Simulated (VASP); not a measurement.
# Tc (P6_3/mmc) in VASP: a series of runs, part 2 of 2

VASP 6.6.1.

**4. Single point, PBE**

This run uses another cell than the first one, of 14.15 Å³/atom, 1.031 times its volume.

INCAR reads:

```
ALGO     = Normal         # electronic algorithm
EDIFF    = 1E-6           # SCF threshold, eV
ENCUT    = 520            # plane-wave cutoff, eV
GGA      = PE             # functional
ISIF     = 2              # what is computed and relaxed
ISMEAR   = -1             # smearing method
LASPH    = T              # aspherical terms in the spheres
LCHARG   = T              # write CHGCAR
LELF     = T              # ELF
LREAL    = F              # projectors in reciprocal space
LVHAR    = T            
LWAVE    = F              # write WAVECAR
NBANDS   = 20             # bands
NELM     = 80             # most SCF steps
PREC     = Accurate       # precision mode
SIGMA    = 0.05           # smearing width, eV
```

KPOINTS reads:

```
k-points
0
Gamma
  9 9 5
```

POSCAR reads:

```
Tc
1.0
    2.7400000000      0.0000000000      0.0000000000
   -1.3700000000      2.3729096064      0.0000000000
    0.0000000000      0.0000000000      4.3540200000
Tc
2
Direct
    0.6666666667      0.3333333333      0.7500000000
    0.3333333333      0.6666666667      0.2500000000
```

Potentials or basis: VASP PAW PBE potentials, release 64 (Tc_pv).

Command:

```sh
$ cat potpaw_PBE.64/Tc_pv/POTCAR > POTCAR
$ mpirun -np 1 vasp_std > vasp.out
```

OUTCAR:

```text
EDIFF = 1E-6
   ENCUT = 520
   GGA = PE
   ISIF = 2
   ISMEAR = -1
   LASPH = T
   LREAL = F
   NELM = 80
   PREC = Accurate

 ion  position               nearest neighbor table
   1  0.667  0.333  0.750-   2 2.69   2 2.69   2 2.69   2 2.69   2 2.69   2 2.69
   2  0.333  0.667  0.250-   1 2.69   1 2.69   1 2.69   1 2.69   1 2.69   1 2.69

  LATTYP: Found a hexagonal cell.
 ALAT       =     2.7400000000
 C/A-ratio  =     1.5890583942

  Lattice vectors:

 A1 = (   2.7400000000,   0.0000000000,   0.0000000000)
 A2 = (  -1.3700000000,   2.3729096064,   0.0000000000)
 A3 = (   0.0000000000,   0.0000000000,   4.3540200000)

Analysis of symmetry for initial positions (statically):
=====================================================================
 Subroutine PRICEL returns:
 Original cell was already a primitive cell.

 Routine SETGRP: Setting up the symmetry group for a
 hexagonal supercell.

 Subroutine GETGRP returns: Found 24 space group operations
 (whereof 12 operations were pure point group operations)
 out of a pool of 24 trial point group operations.

The static configuration has the point symmetry D_3d.
 The point group associated with its full space group is D_6h.

Analysis of symmetry for dynamics (positions and initial velocities):
=====================================================================
 Subroutine PRICEL returns:
 Original cell was already a primitive cell.

 Routine SETGRP: Setting up the symmetry group for a
 hexagonal supercell.

 Subroutine GETGRP returns: Found 24 space group operations
 (whereof 12 operations were pure point group operations)
 out of a pool of 24 trial point group operations.

The dynamic configuration has the point symmetry D_3d.
 The point group associated with its full space group is D_6h.

 Subroutine INISYM returns: Found 24 space group operations
 (whereof 12 operations are pure point group operations),
 and found     1 'primitive' translations

----------------------------------------------------------------------------------------

                                     Primitive cell

  volume of cell :      28.3088

  direct lattice vectors                    reciprocal lattice vectors
     2.740000000  0.000000000  0.000000000     0.364963504  0.210711777  0.000000000
    -1.370000000  2.372909606  0.000000000     0.000000000  0.421423554  0.000000000
     0.000000000  0.000000000  4.354020000     0.000000000  0.000000000  0.229672808

  length of vectors
     2.740000000  2.740000000  4.354020000     0.421423554  0.421423554  0.229672808

  position of ions in fractional coordinates (direct lattice)
     0.666666667  0.333333333  0.750000000
     0.333333333  0.666666667  0.250000000

  ion indices of the primitive-cell ions
   primitive index   ion index
                 1           1
                 2           2

----------------------------------------------------------------------------------------

 KPOINTS: k-points

Automatic generation of k-mesh.
 Grid dimensions read from file:
 generate k-points for:    9    9    5

 Generating k-lattice:

  Cartesian coordinates                     Fractional coordinates (reciprocal lattice)
     0.040551500  0.023412420  0.000000000     0.111111111  0.000000000  0.000000000
     0.000000000  0.046824839  0.000000000     0.000000000  0.111111111  0.000000000
     0.000000000  0.000000000  0.045934562     0.000000000  0.000000000  0.200000000

  Length of vectors
     0.046824839  0.046824839  0.045934562

  Shift w.r.t. Gamma in fractional coordinates (k-lattice)
     0.000000000  0.000000000  0.000000000

 Subroutine IBZKPT returns following result:
 ===========================================

 Found     36 irreducible k-points:

 Following reciprocal coordinates:
            Coordinates               Weight
  0.000000  0.000000  0.000000      1.000000
  0.111111 -0.000000  0.000000      6.000000
  0.222222 -0.000000  0.000000      6.000000
  0.333333 -0.000000  0.000000      6.000000
  0.444444 -0.000000  0.000000      6.000000
  0.111111  0.111111  0.000000      6.000000
[... 16 lines left out ...]
  0.333333  0.222222  0.200000     24.000000
  0.333333  0.333333  0.200000      4.000000
 [... further k-points ...]
   k-points           NKPTS =     36   k-points in BZ     NKDIM =     36   number of bands    NBANDS=     20
   number of dos      NEDOS =    301   number of ions     NIONS =      2
   total plane-waves  NPLWV =  12800
   dimension x,y,z NGX =    20 NGY =   20 NGZ =   32
   dimension x,y,z NGXF=    40 NGYF=   40 NGZF=   64
   ions per type =               2
   NGX,Y,Z   is equivalent  to a cutoff of  12.13, 12.13, 12.22 a.u.
   NGXF,Y,Z  is equivalent  to a cutoff of  24.27, 24.27, 24.44 a.u.
 SYSTEM =  unknown system
   PREC   = accura    normal or accurate (medium, high low for compatibility)
   ISTART =      0    job   : 0-new  1-cont  2-samecut
   ICHARG =      2    charge: 1-file 2-atom 10-const
   ISPIN  =      1    spin polarized calculation?
   LNONCOLLINEAR =      F non collinear calculations
   LSORBIT =      F    spin-orbit coupling
   LASPH  =      T    aspherical Exc in radial PAW
   ENCUT  =  520.0 eV  38.22 Ry    6.18 a.u.   5.09  5.09  8.10*2*pi/ulx,y,z
   NELM   =     80;   NELMIN=  2; NELMDL= -5     # of ELM steps
   EDIFF  = 0.1E-05   stopping-criterion for ELM
   LREAL  =      F    real-space projection
   EDIFFG = 0.1E-04   stopping-criterion for IOM
   NSW    =      0    number of steps for IOM
   IBRION =     -1    ionic relax: 0-MD 1-quasi-New 2-CG
   NFREE  =      0    steps in history (QN), initial steepest desc. (CG)
   ISIF   =      2    stress and relaxation
   ISYM   =      2    0-nonsym 1-usesym 2-fastsym
   POTIM  = 0.5000    time-step for ionic-motion
   TEBEG  =    0.0;   TEEND  =   0.0 temperature during run
   PSTRESS=    0.0 pullay stress
   NELECT =      26.0000    total number of electrons
   NUPDOWN=      -1.0000    fix difference up-down
   EMIN   =  10.00;   EMAX   =-10.00  energy-range for DOS
   EFERMI =   0.00;   METHOD = LEGACY
   ISMEAR =    -1;   SIGMA  =   0.05  broadening in eV -4-tet -1-fermi 0-gaus
   EFERMI_NEDOS =   21; number of points for ismear=-14 and -15
   IALGO  =     38    algorithm
   IMIX   =      4    mixing-type and parameters
     AMIX     =   0.40;   BMIX     =  1.00
     AMIX_MAG =   1.60;   BMIX_MAG =  1.00
  volume/ion in A,a.u.               =      14.15        95.52
  Fermi-wavevector in a.u.,A,eV,Ry     =   1.591324  3.007166 34.454188  2.532311
  Thomas-Fermi vector in A             =   2.689882
   LORBIT       =      0    0 simple, 1 ext, 2 COOP (PROOUT), +10 PAW based schemes
   GGA     = PE    functional components
[... 5 lines left out ...]
 non-spin polarized calculation
  energy-cutoff  :      520.00
  volume of cell :       28.31
 maximum number of plane-waves:       773
   NGX = 11   NGY = 11   NGZ = 17

 number of electron      25.9999999 magnetization

 Free energy of the ion-electron system (eV)
  ---------------------------------------------------
  ext. energy  EPLUGINS =         0.00000000
  ---------------------------------------------------
  free energy    TOTEN  =       -20.68632680 eV

  energy without entropy =      -20.67133539  energy(sigma->0) =      -20.67883110

 E-fermi :  12.9160     XC(G=0): -13.8623

 val. band max:       12.8365476092   @ k =   0.3333   0.3333   0.0000
 cond. band min:      12.9387321280   @ k =   0.3333  -0.0000   0.4000
 fundamental gap:      0.1021845188
 Fermi energy:        12.9160032708

 k-point     1 :       0.0000    0.0000    0.0000
  band No.  band energies     occupation
      1     -26.6697      2.00000
      2     -25.5115      2.00000
      3     -25.5115      2.00000
      4     -25.3096      2.00000
      5     -25.3096      2.00000
      6     -25.2656      2.00000
[... 12 lines left out ...]
     19      24.1597      0.00000
     20      27.1193      0.00000

 k-point     2 :       0.1111   -0.0000    0.0000
  band No.  band energies     occupation
      1     -26.6182      2.00000
      2     -25.6234      2.00000
      3     -25.5484      2.00000
      4     -25.4253      2.00000
      5     -25.3247      2.00000
      6     -25.2889      2.00000
[... 12 lines left out ...]
     19      24.0920      0.00000
     20      27.9975      0.00000
[... 465 lines left out ...]
      3     -26.0381      2.00000
      4     -25.8157      2.00000
      5     -25.7280      2.00000
      6     -25.5708      2.00000
[... 12 lines left out ...]
     19      23.9346      0.00000
     20      24.7231      0.00000

 k-point    24 :       0.3333    0.3333    0.2000
  band No.  band energies     occupation
      1     -26.2402      2.00000
      2     -26.2202      2.00000
      3     -26.2202      2.00000
      4     -25.8786      2.00000
      5     -25.6735      2.00000
      6     -25.6735      2.00000
[... 12 lines left out ...]
     19      21.9392      0.00000
     20      26.6489      0.00000

 [... further k-points ...]
[... 5 lines left out ...]
  --------------------------------------------------------------------------------------
  -------------------------------------------------------------------------------------
  Total        0.8259506      0.8259506      1.4497111      0.0000000      0.0000000      0.0000000
  in kB       46.7457847     46.7457847     82.0483548      0.0000000      0.0000000      0.0000000
  external PRESSURE =      58.5133081 kB  Pullay stress =       0.0000000 kB

 VOLUME and BASIS-vectors are now :
 -----------------------------------------------------------------------------
  energy-cutoff  :      520.00
  volume of cell :       28.31
      direct lattice vectors                 reciprocal lattice vectors
     2.740000000  0.000000000  0.000000000     0.364963504  0.210711777  0.000000000
    -1.370000000  2.372909606  0.000000000     0.000000000  0.421423554  0.000000000
     0.000000000  0.000000000  4.354020000     0.000000000  0.000000000  0.229672808

 POSITION                                       TOTAL-FORCE (eV/Angst)
 -----------------------------------------------------------------------------------
      1.37000      0.79097      3.26552         0.000000      0.000000      0.000000
     -0.00000      1.58194      1.08851        -0.000000     -0.000000      0.000000
 -----------------------------------------------------------------------------------
    total drift:                               -0.000000      0.000000     -0.000000

  FREE ENERGIE OF THE ION-ELECTRON SYSTEM (eV)
  ---------------------------------------------------
  free  energy   TOTEN  =       -20.6863268019 eV

  energy  without entropy=      -20.6713353882  energy(sigma->0) =      -20.67883110
```

Wall time 8.7 s (1 thread of Intel Xeon Platinum 8559C (Emerald Rapids), shared host); peak memory 0.14 GiB.

What came out:

* Free energy: -20.6863 eV
* Pressure: 5.9 GPa
* Band gap on the k mesh: zero (band 13 reaches 13.80 eV, above the bottom of band 14 at 11.54 eV)

**5. Single point, PBE**

This run uses another cell than the first one, of 14.30 Å³/atom, 1.042 times its volume.

INCAR reads:

```
  ALGO = Normal
  EDIFF = 1E-6
  ENCUT = 520
  GGA = PE
  ISIF = 2
  ISMEAR = -1
  LASPH = T
  LCHARG = F
  LREAL = F
  LWAVE = F
  NBANDS = 20
  NELM = 100
  PREC = Accurate
  SIGMA = 0.05
```

KPOINTS is that of step 4.

POSCAR, as its differences from that of step 4:

```diff
@@ -4,3 +4,3 @@
    -1.3700000000      2.3729096064      0.0000000000
-    0.0000000000      0.0000000000      4.3540200000
+    0.0000000000      0.0000000000      4.3980000000
 Tc
```

Potentials or basis: VASP PAW PBE potentials, release 64 (Tc_pv).

Command:

```sh
$ cat potpaw_PBE.64/Tc_pv/POTCAR > POTCAR
$ mpirun -np 1 vasp_std > vasp.out
```

OUTCAR:

```text
EDIFF = 1E-6
   ENCUT = 520
   GGA = PE
   ISIF = 2
   ISMEAR = -1
   LASPH = T
   LREAL = F
   NELM = 100
   PREC = Accurate

 ion  position               nearest neighbor table
   1  0.667  0.333  0.750-   2 2.71   2 2.71   2 2.71   2 2.71   2 2.71   2 2.71
   2  0.333  0.667  0.250-   1 2.71   1 2.71   1 2.71   1 2.71   1 2.71   1 2.71

  LATTYP: Found a hexagonal cell.
 ALAT       =     2.7400000000
 C/A-ratio  =     1.6051094891

  Lattice vectors:

 A1 = (   2.7400000000,   0.0000000000,   0.0000000000)
 A2 = (  -1.3700000000,   2.3729096064,   0.0000000000)
 A3 = (   0.0000000000,   0.0000000000,   4.3980000000)

Analysis of symmetry for initial positions (statically):
=====================================================================
 Subroutine PRICEL returns:
 Original cell was already a primitive cell.

 Routine SETGRP: Setting up the symmetry group for a
 hexagonal supercell.

 Subroutine GETGRP returns: Found 24 space group operations
 (whereof 12 operations were pure point group operations)
 out of a pool of 24 trial point group operations.

The static configuration has the point symmetry D_3d.
[... 152 lines left out ...]
 number of electron      25.9999998 magnetization

 Free energy of the ion-electron system (eV)
  ---------------------------------------------------
  ext. energy  EPLUGINS =         0.00000000
  ---------------------------------------------------
  free energy    TOTEN  =       -20.69576194 eV

  energy without entropy =      -20.68198978  energy(sigma->0) =      -20.68887586

 E-fermi :  12.7425     XC(G=0): -13.8036

 val. band max:       12.6281702004   @ k =   0.1111   0.1111   0.0000
 cond. band min:      12.7491361478   @ k =   0.2222  -0.0000   0.0000
 fundamental gap:      0.1209659474
 Fermi energy:        12.7425271576

 k-point     1 :       0.0000    0.0000    0.0000
  band No.  band energies     occupation
      1     -26.8046      2.00000
      2     -25.6784      2.00000
      3     -25.6784      2.00000
      4     -25.4925      2.00000
      5     -25.4925      2.00000
      6     -25.4734      2.00000
[... 541 lines left out ...]
     19      21.7081      0.00000
     20      26.4108      0.00000

 [... further k-points ...]
[... 5 lines left out ...]
  --------------------------------------------------------------------------------------
  -------------------------------------------------------------------------------------
  Total        0.5080276      0.5080276      0.3621379      0.0000000      0.0000000      0.0000000
  in kB       28.4649798     28.4649798     20.2907243      0.0000000      0.0000000      0.0000000
  external PRESSURE =      25.7402280 kB  Pullay stress =       0.0000000 kB

 VOLUME and BASIS-vectors are now :
 -----------------------------------------------------------------------------
  energy-cutoff  :      520.00
  volume of cell :       28.59
      direct lattice vectors                 reciprocal lattice vectors
     2.740000000  0.000000000  0.000000000     0.364963504  0.210711777  0.000000000
    -1.370000000  2.372909606  0.000000000     0.000000000  0.421423554  0.000000000
     0.000000000  0.000000000  4.398000000     0.000000000  0.000000000  0.227376080

 POSITION                                       TOTAL-FORCE (eV/Angst)
 -----------------------------------------------------------------------------------
      1.37000      0.79097      3.29850         0.000000     -0.000000      0.000000
     -0.00000      1.58194      1.09950        -0.000000      0.000000      0.000000
 -----------------------------------------------------------------------------------
    total drift:                               -0.000000      0.000000     -0.000000

  FREE ENERGIE OF THE ION-ELECTRON SYSTEM (eV)
  ---------------------------------------------------
  free  energy   TOTEN  =       -20.6957619442 eV

  energy  without entropy=      -20.6819897795  energy(sigma->0) =      -20.68887586
```

OSZICAR:

```text
N       E                     dE             d eps       ncg     rms          rms(c)
DAV:   1     0.312699730498E+03    0.31270E+03   -0.16465E+04  1440   0.138E+03
DAV:   2    -0.149459541140E+02   -0.32765E+03   -0.32057E+03  1504   0.404E+02
DAV:   3    -0.221125288062E+02   -0.71666E+01   -0.71193E+01  1636   0.718E+01
DAV:   4    -0.221547538087E+02   -0.42225E-01   -0.42221E-01  1616   0.602E+00
DAV:   5    -0.221551650139E+02   -0.41121E-03   -0.41120E-03  1632   0.579E-01    0.237E+01
DAV:   6    -0.208577967705E+02    0.12974E+01   -0.24292E+00  1592   0.150E+01    0.731E+00
DAV:   7    -0.207052516068E+02    0.15255E+00   -0.40724E-01  1620   0.579E+00    0.900E-01
DAV:   8    -0.206956690318E+02    0.95826E-02   -0.82236E-03  1492   0.866E-01    0.143E-01
DAV:   9    -0.206957661923E+02   -0.97161E-04   -0.18536E-04  1680   0.127E-01    0.179E-02
DAV:  10    -0.206957614789E+02    0.47134E-05   -0.81578E-06  1584   0.247E-02    0.808E-03
DAV:  11    -0.206957619442E+02   -0.46524E-06   -0.52160E-07   956   0.680E-03
   1 F= -.20695762E+02 E0= -.20688876E+02  d E =-.137722E-01
```

stdout:

```text
POSCAR found type information on POSCAR Tc
 POSCAR found :  1 types and       2 ions
 scaLAPACK will be used
 LDA part: xc-table for (Slater+PW92), standard interpolation
 POSCAR, INCAR and KPOINTS ok, starting setup
 FFT: planning ... GRIDC
 FFT: planning ... GRID_SOFT
 FFT: planning ... GRID
 WAVECAR not read
 entering main loop
```

Run time: 7.8 s. Hardware: 1 thread of Intel Xeon Platinum 8559C (Emerald Rapids), shared host; peak memory 0.15 GiB.

Results:

```yaml
Free_energy: -20.6958 eV
Pressure: 2.6 GPa
Band_gap_on_the_k_mesh: zero (band 13 reaches 13.60 eV, above the bottom of band 14 at 11.31 eV)
```

**6. Single point, PBE**

This run uses another cell than the first one, of 14.44 Å³/atom, 1.052 times its volume.

INCAR reads:

```
SYSTEM = Tc
ALGO = Normal
EDIFF = 1E-6
ENCUT = 520
GGA = PE
ISIF = 2
ISMEAR = -1
LASPH = .TRUE.
LCHARG = .TRUE.
LELF = .TRUE.
LREAL = .FALSE.
LVHAR = .TRUE.
LWAVE = .FALSE.
NBANDS = 20
NELM = 60
PREC = Accurate
SIGMA = 0.05
```

KPOINTS reads:

```
k-points
0
G
  9 9 5
  0 0 0
```

POSCAR, as its differences from that of step 5:

```diff
@@ -4,3 +4,3 @@
    -1.3700000000      2.3729096064      0.0000000000
-    0.0000000000      0.0000000000      4.3980000000
+    0.0000000000      0.0000000000      4.4419800000
 Tc
```

Potentials or basis: VASP PAW PBE potentials, release 64 (Tc_pv).

Command:

```sh
$ cat potpaw_PBE.64/Tc_pv/POTCAR > POTCAR
$ mpirun -np 1 vasp_std > vasp.out
```

Wall time 8.5 s (1 thread of Intel Xeon Platinum 8559C (Emerald Rapids), shared host); peak memory 0.15 GiB.

It converged, with:

- Free energy: -20.6945 eV
- Pressure: -0.5 GPa
- Band gap on the k mesh: zero (band 13 reaches 13.40 eV, above the bottom of band 14 at 11.08 eV)

Stress tensor (GPa, compression positive):
```
 1.18  0.00  0.00
 0.00  1.18  0.00
 0.00  0.00 -3.83
```

Levels at points of the mesh, in eV from the Fermi level:
| k point | band 11 | band 12 | band 13 | band 14 | band 15 | band 16 |
| --- | --- | --- | --- | --- | --- | --- |
| (0.00, 0.00, 0.00) | -1.58 | -0.90 | -0.90 | -0.12 | -0.12 | 1.45 |

**7. The runs side by side**

| cell | gap on the mesh (eV) | pressure (GPa) |
| --- | --- | --- |
| a = 2.740, b = 2.740, c = 4.222 Å, angles 90.0, 90.0, 120.0°, 2 atoms | none | 16.9 |
| a = 2.740, b = 2.740, c = 4.310 Å, angles 90.0, 90.0, 120.0°, 2 atoms | none | 9.3 |
| a = 2.740, b = 2.740, c = 4.354 Å, angles 90.0, 90.0, 120.0°, 2 atoms | none | 5.9 |
| a = 2.740, b = 2.740, c = 4.398 Å, angles 90.0, 90.0, 120.0°, 2 atoms | none | 2.6 |
| a = 2.740, b = 2.740, c = 4.442 Å, angles 90.0, 90.0, 120.0°, 2 atoms | none | -0.5 |

Alike in all rows: task single point; level PBE; potentials or basis VASP PAW PBE potentials, release 64 (Tc_pv); no spin polarisation; k mesh 9 × 9 × 5; cutoff (eV) 520; smearing fermi-dirac 0.05 eV.

Absolute energies hang on the potentials; compare differences alone.
